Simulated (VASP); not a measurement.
PtC:

```
CELL_PARAMETERS angstrom
2.85986 0.00000 0.00000
0.00000 2.85986 0.00000
0.00000 0.00000 2.85986
ATOMIC_POSITIONS crystal
Pt 0.00000 0.00000 0.00000
C 0.50000 0.50000 0.50000
```

- Program: VASP 6.6.1
- Task: relaxation of cell and atoms
- Functional: PBE
- Potentials or basis: VASP PAW PBE potentials, release 64 (Pt, C)
- Cutoff: 600 eV
- k mesh: 6 × 6 × 6
- Occupations: gaussian, width 0.1 eV
- Spin: no spin polarisation

At the start: pressure -12.3 GPa; volume 11.70 Å³/atom.

Where does the relaxation end?

Over 3 steps the energy falls by 28.9 meV/atom and the volume is 11.01 Å³/atom (-5.8 %); space group Pm-3m (No. 221, to 0.1 Å) before and after.

The path:
```
step  energy change (eV)  largest force (eV/Å)  pressure (GPa)  volume (Å³)
   1              0.0000                0.0000          -12.33        23.39
   2              0.0350                0.0000           20.90        20.47
   3             -0.0578                0.0000           -0.22        22.02
```

Final structure:
```
Pt C
1.0
     2.80298    0.00000    0.00000
     0.00000    2.80298    0.00000
     0.00000    0.00000    2.80298
Pt C
1 1
Direct
  0.00000 0.00000 0.00000
  0.50000 0.50000 0.50000
```

Caveat: the k points lie up to 0.37 Å⁻¹ apart in the final cell, too coarse for converged energies and pressures of a metal.
